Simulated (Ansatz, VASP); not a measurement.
# Ca in VASP and in Ansatz

Contents of INCAR:

```
SYSTEM = Ca
PREC = Accurate
ENCUT = 520
EDIFF = 1E-6
ISMEAR = -1
SIGMA = 0.1
LREAL = .FALSE.
LASPH = .TRUE.
NELM = 80
ALGO = Normal
ISIF = 2
LWAVE = .FALSE.
LCHARG = .FALSE.
GGA = RP
NBANDS = 11
```

The input KPOINTS:

```
Automatic mesh
0
G
  10 10 10
  0 0 0
```

The input POSCAR:

```
Ca
1.0
    3.6119528465      0.0000000000      0.0000000000
    0.0000000000      3.6119528465      0.0000000000
    0.0000000000      0.0000000000      3.6119528465
Ca
1
Direct
    0.0000000000      0.0000000000      0.0000000000
```

Input for Ansatz:

```yaml
crystal:
  lattice:
    - [3.6119528465, 0.0, 0.0]
    - [0.0, 3.6119528465, 0.0]
    - [0.0, 0.0, 3.6119528465]
  atoms:
    - { symbol: Ca, position: [0.0, 0.0, 0.0] }
hamiltonian:
  xc: rpbe
  pseudopotentials:
    kind: paw
    azcp:
      Ca: "pseudopotentials/Ca.paw.azcp"
basis:
  ecutwfc: 420
  fft_grid_basis: typed
kpoints:
  mp_grid: { grid: [10, 10, 10], shift: [0, 0, 0] }
magnetization:
  spin_polarized: false
scf:
  occupations: { method: fermi_dirac, width: 0.1 }
  lower_state_search: "off"
output:
  stress: true
  write_density: true
  write_potential: true
  elf: true
  volumetric_format: npy
```

Alike in both runs: task single point; functional RPBE; k mesh 10 × 10 × 10; occupations fermi-dirac, width 0.1 eV; no spin polarisation.

```csv
,VASP,Ansatz
version,VASP 6.6.1,Ansatz 0.2.0
potentials or method,"VASP PAW PBE potentials, release 64 (Ca_sv), cutoff 520 eV","plane waves (420 eV) with PAW, scalar-relativistic"
valence electrons in the cell,10,10
```

```csv
,VASP,Ansatz,Ansatz less VASP
pressure (GPa),-0.1,-0.1,0.00
```

VASP's potentials were made for PBE, not for RPBE.
